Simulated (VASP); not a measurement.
# LiSi16 (a cell with a defect) in VASP: notebook

LiSi16 (a cell with a defect) is run at these levels: LDA; tasks: single point.

All numbers are computed with VASP 6.6.1; they aren't measurements. Logs are shortened: lines on timing, memory, paths and dates and some standing lists are left out, and cuts for length are marked.

## 1. The cell of the first run

The cell holds a defect, 17 atoms: a = 7.679 Å, b = 7.679 Å, c = 7.679 Å, α = 60.00°, β = 60.00°, γ = 60.00°.

## 2. Single point, LDA, collinear spin, zero start

Contents of INCAR:

```
SYSTEM = LiSi16
PREC = Accurate ; ENCUT = 520
EDIFF = 1E-6 ; ISMEAR = 0
SIGMA = 0.05 ; LREAL = Auto
LASPH = .True. ; NELM = 150
ALGO = Normal ; ISIF = 2
LWAVE = .False. ; LCHARG = .False.
ISPIN = 2 ; MAGMOM = 0 0 0 0 0 0 0 0 0 0 0 0 0 0 0 0 0
LORBIT = 11 ; GGA = CA
NBANDS = 52
```

Contents of KPOINTS:

```
Automatic mesh
0
Gamma
  2 2 2
  0 0 0
```

Contents of POSCAR:

```
LiSi16
1.0
    0.0000000000      5.4300000000      5.4300000000
    5.4300000000      0.0000000000      5.4300000000
    5.4300000000      5.4300000000      0.0000000000
Si Li
16 1
Direct
   -0.0012564457     -0.0007002762      0.0024632597
    0.1226527624      0.1232023020      0.1341360037
   -0.0013212707     -0.0007759669      0.5132343462
    0.1210871087      0.1216176796      0.6354935543
   -0.0074210866      0.4976319521      0.0119667587
    0.1226530387      0.6198184162      0.1341349908
   -0.0013206262      0.4886777164      0.5132292818
    0.1223255064      0.6199713628      0.6375417127
    0.4970837937     -0.0068790055      0.0119731123
    0.6192707182      0.1232031308      0.1341322284
    0.4881436464     -0.0007738490      0.5132152855
    0.6194320442      0.1228521179      0.6375460405
    0.4970837017      0.4976315838      0.0119757827
    0.6207961326      0.6213390424      0.1363370166
    0.4968231123      0.4973518416      0.5082903315
    0.6194350829      0.6199829650      0.6375477901
    0.8711347145      0.8716827808      0.3853096685
```

Potentials or basis: VASP PAW LDA potentials, release 64 (Si, Li_sv).

Started as:

```bash
$ cat potpaw_LDA.64/Si/POTCAR potpaw_LDA.64/Li_sv/POTCAR > POTCAR
$ mpirun -np 1 vasp_std > vasp.out
```

OUTCAR:

```text
SYSTEM = LiSi16
   PREC = Accurate
   ENCUT = 520
   EDIFF = 1E-6
   ISMEAR = 0
   LREAL = Auto
   LASPH = .True.
   NELM = 150
   ISIF = 2
   ISPIN = 2
   LORBIT = 11
   GGA = CA

 ion  position               nearest neighbor table
   1  0.999  0.999  0.002-   4 2.30  10 2.38   6 2.38   2 2.38  17 2.40
   2  0.123  0.123  0.134-   5 2.35   9 2.35   3 2.38   1 2.38  17 2.73
   3  0.999  0.999  0.513-   4 2.30   2 2.38  12 2.38   8 2.38  17 2.40
   4  0.121  0.122  0.635-   1 2.30  11 2.30   7 2.30   3 2.30
   5  0.993  0.498  0.012-  14 2.33   8 2.35   6 2.35   2 2.35
   6  0.123  0.620  0.134-   5 2.35  13 2.35   7 2.38   1 2.38  17 2.73
   7  0.999  0.489  0.513-   4 2.30   6 2.38  16 2.38   8 2.38  17 2.40
   8  0.122  0.620  0.638-   5 2.35  15 2.35   7 2.38   3 2.38  17 2.73
   9  0.497  0.993  0.012-  14 2.33  12 2.35  10 2.35   2 2.35
  10  0.619  0.123  0.134-   9 2.35  13 2.35  11 2.38   1 2.38  17 2.73
  11  0.488  0.999  0.513-   4 2.30  10 2.38  16 2.38  12 2.38  17 2.40
  12  0.619  0.123  0.638-   9 2.35  15 2.35  11 2.38   3 2.38  17 2.73
  13  0.497  0.498  0.012-  14 2.33  16 2.35  10 2.35   6 2.35
  14  0.621  0.621  0.136-  13 2.33   9 2.33   5 2.33  15 2.33
  15  0.497  0.497  0.508-  14 2.33   8 2.35  12 2.35  16 2.35
  16  0.619  0.620  0.638-  13 2.35  15 2.35  11 2.38   7 2.38  17 2.73
  17  0.871  0.872  0.385-   1 2.40  11 2.40   7 2.40   3 2.40   2 2.73   6 2.73  10 2.73  16 2.73
                            12 2.73   8 2.73

  LATTYP: Found a face centered cubic cell.
 ALAT       =    10.8600000000

  Lattice vectors:

 A1 = (   0.0000000000,   5.4300000000,   5.4300000000)
 A2 = (   5.4300000000,   0.0000000000,   5.4300000000)
 A3 = (   5.4300000000,   5.4300000000,   0.0000000000)

Analysis of symmetry for initial positions (statically):
=====================================================================
 Subroutine PRICEL returns:
 Original cell was already a primitive cell.

 Routine SETGRP: Setting up the symmetry group for a
 face centered cubic supercell.

 Subroutine GETGRP returns: Found  2 space group operations
 (whereof  1 operations were pure point group operations)
 out of a pool of 48 trial point group operations.

The static configuration has the point symmetry C_1 .
 The point group associated with its full space group is C_1h.

Analysis of symmetry for dynamics (positions and initial velocities):
=====================================================================
 Subroutine PRICEL returns:
 Original cell was already a primitive cell.

 Routine SETGRP: Setting up the symmetry group for a
 face centered cubic supercell.

 Subroutine GETGRP returns: Found  2 space group operations
 (whereof  1 operations were pure point group operations)
[... 176 lines left out ...]
  free energy    TOTEN  =       -95.88303108 eV

  energy without entropy =      -95.87382328  energy(sigma->0) =      -95.87842718

 E-fermi :   6.5131     XC(G=0):  -9.7162

 val. band max:        6.5079272470   @ k =   0.0000   0.0000   0.0000
 cond. band min:       6.7006516203   @ k =   0.0000   0.0000   0.0000
 fundamental gap:      0.1927243733
 Fermi energy:         6.5130766658

 spin component 1

 k-point     1 :       0.0000    0.0000    0.0000
  band No.  band energies     occupation
      1     -39.6143      1.00000
      2      -6.0253      1.00000
      3      -3.7802      1.00000
      4      -3.6998      1.00000
      5      -3.6996      1.00000
      6      -3.6961      1.00000
[... 277 lines left out ...]
     44      10.1179      0.00000
     45      10.2051      0.00000
 Fermi energy:         6.5130766658

 spin component 2

 k-point     1 :       0.0000    0.0000    0.0000
  band No.  band energies     occupation
      1     -39.6141      1.00000
      2      -6.0253      1.00000
      3      -3.7802      1.00000
      4      -3.6998      1.00000
      5      -3.6996      1.00000
      6      -3.6961      1.00000
[... 277 lines left out ...]
     44      10.1179      0.00000
     45      10.2052      0.00000
 [bands above 45 left out]

------------------------ aborting loop because EDIFF is reached ----------------------------------------

  FORCE on cell =-STRESS in cart. coord.  units (eV):
  Direction    XX          YY          ZZ          XY          YZ          ZX
  --------------------------------------------------------------------------------------
  -------------------------------------------------------------------------------------
  Total       -0.0150683     -0.0153690     -0.0150683      0.0260081     -0.0260082     -0.0222343
  in kB       -0.0753957     -0.0768999     -0.0753957      0.1301338     -0.1301341     -0.1112513
  external PRESSURE =      -0.0758971 kB  Pullay stress =       0.0000000 kB

 VOLUME and BASIS-vectors are now :
 -----------------------------------------------------------------------------
  energy-cutoff  :      520.00
  volume of cell :      320.21
      direct lattice vectors                 reciprocal lattice vectors
     0.000000000  5.430000000  5.430000000    -0.092081031  0.092081031  0.092081031
     5.430000000  0.000000000  5.430000000     0.092081031 -0.092081031  0.092081031
     5.430000000  5.430000000  0.000000000     0.092081031  0.092081031 -0.092081031

 POSITION                                       TOTAL-FORCE (eV/Angst)
 -----------------------------------------------------------------------------------
      5.43957      5.43655     10.84938         0.003955      0.004810     -0.003955
      1.39735      1.39436      1.33499        -0.010439     -0.010297     -0.007999
      8.21265      8.20969     10.84861         0.008721      0.009675     -0.000828
      4.11111      4.10823      1.31789        -0.002180     -0.002354      0.002180
      2.76712      5.45468      8.09184        -0.003320      0.006112      0.003320
      4.09397      1.39436      4.03162         0.007999     -0.010297      0.010439
[... 9 lines left out ...]
      6.82839      6.82542      6.73004        -0.003741     -0.003579     -0.000556
      6.82547      6.82249      9.46350        -0.001584     -0.001192      0.001584
 -----------------------------------------------------------------------------------
    total drift:                               -0.000373      0.002511     -0.005873

  FREE ENERGIE OF THE ION-ELECTRON SYSTEM (eV)
  ---------------------------------------------------
  free  energy   TOTEN  =       -95.8830310828 eV

  energy  without entropy=      -95.8738232774  energy(sigma->0) =      -95.87842718

 total charge

# of ion       s       p       d       tot
------------------------------------------
    1        0.752   0.969   0.000   1.721
    2        0.745   0.954   0.000   1.698
    3        0.752   0.970   0.000   1.722
    4        0.740   0.982   0.000   1.722
    5        0.749   0.959   0.000   1.709
    6        0.745   0.954   0.000   1.698
[... 9 lines left out ...]
   16        0.745   0.954   0.000   1.698
   17        2.027   0.111   0.000   2.138
--------------------------------------------------
tot         13.979  15.508   0.000  29.488

 magnetization (x)

# of ion       s       p       d       tot
------------------------------------------
    1       -0.000  -0.000   0.000  -0.000
    2        0.000   0.000   0.000   0.000
    3       -0.000  -0.000   0.000  -0.000
    4       -0.000  -0.000   0.000  -0.000
    5        0.000  -0.000   0.000   0.000
    6        0.000   0.000   0.000   0.000
[... 9 lines left out ...]
   16        0.000  -0.000   0.000  -0.000
   17        0.000  -0.000   0.000  -0.000
--------------------------------------------------
tot          0.000  -0.000   0.000  -0.000
```

OSZICAR:

```text
N       E                     dE             d eps       ncg     rms          rms(c)
DAV:   1     0.175652031827E+03    0.17565E+03   -0.25197E+04  1248   0.108E+03
DAV:   2    -0.787307337094E+02   -0.25438E+03   -0.23736E+03  1516   0.182E+02
DAV:   3    -0.972882267431E+02   -0.18557E+02   -0.18262E+02  1808   0.417E+01
DAV:   4    -0.983533841514E+02   -0.10652E+01   -0.10511E+01  2000   0.885E+00
DAV:   5    -0.983875495441E+02   -0.34165E-01   -0.34061E-01  1712   0.127E+00    0.146E+01
DAV:   6    -0.965739330971E+02    0.18136E+01   -0.13982E+00  1468   0.345E+00    0.882E+00
DAV:   7    -0.958837161449E+02    0.69022E+00   -0.16159E+00  1504   0.342E+00    0.135E+00
DAV:   8    -0.958831767590E+02    0.53939E-03   -0.11985E-01  1488   0.120E+00    0.533E-01
DAV:   9    -0.958830061030E+02    0.17066E-03   -0.10240E-02  1496   0.340E-01    0.223E-01
DAV:  10    -0.958829849981E+02    0.21105E-04   -0.77247E-04  1600   0.858E-02    0.124E-01
DAV:  11    -0.958830230131E+02   -0.38015E-04   -0.70994E-05  1664   0.294E-02    0.673E-02
DAV:  12    -0.958830313949E+02   -0.83819E-05   -0.16843E-05  1680   0.148E-02    0.151E-02
DAV:  13    -0.958830310828E+02    0.31218E-06   -0.37569E-06  1512   0.608E-03
   1 F= -.95883031E+02 E0= -.95878427E+02  d E =-.920781E-02  mag=     0.0000
```

stdout:

```text
POSCAR found type information on POSCAR SiLi
 POSCAR found :  2 types and      17 ions
 scaLAPACK will be used
 LDA part: xc-table for (Slater(with rela. corr.)+CA(PZ))
 , standard interpolation
 POSCAR, INCAR and KPOINTS ok, starting setup
 FFT: planning ... GRIDC
 FFT: planning ... GRID_SOFT
 FFT: planning ... GRID
 WAVECAR not read
 entering main loop
```

Wall time 4.4 min (1 thread of Intel Xeon 6975P-C (Granite Rapids), shared host); peak memory 0.45 GiB.

Results:

```yaml
Free_energy: -95.8830 eV
Largest_force: 0.017 eV/Å
Net_moment: 0.00 μB per cell
Valence_electrons_inside_the_program's_atomic_spheres: Si 1.72, 1.70, 1.71 (each value once); Li 2.14
```

Forces in eV/Å, atoms in the order of the input:
```
Si   0.004  0.005 -0.004
Si  -0.010 -0.010 -0.008
Si   0.009  0.010 -0.001
Si  -0.002 -0.002  0.002
Si  -0.003  0.006  0.003
Si   0.008 -0.010  0.010
Si   0.001  0.010 -0.009
Si  -0.004  0.001  0.004
Si   0.005 -0.002  0.002
Si  -0.010  0.007  0.010
Si   0.011  0.000 -0.011
Si   0.001 -0.004  0.004
Si  -0.002 -0.002 -0.005
Si   0.003  0.003 -0.003
Si  -0.004 -0.005  0.004
Si  -0.004 -0.004 -0.001
Li  -0.002 -0.001  0.002
```

Caveat: the k points lie up to 0.50 Å⁻¹ apart; the cutoff is under 1.25 times the usual one of these potentials, so pressure, stress and relaxed cells hold a basis-set (Pulay) error; no moment was typed at the start, so none could form.

(Part 1 of 2 ends here.)
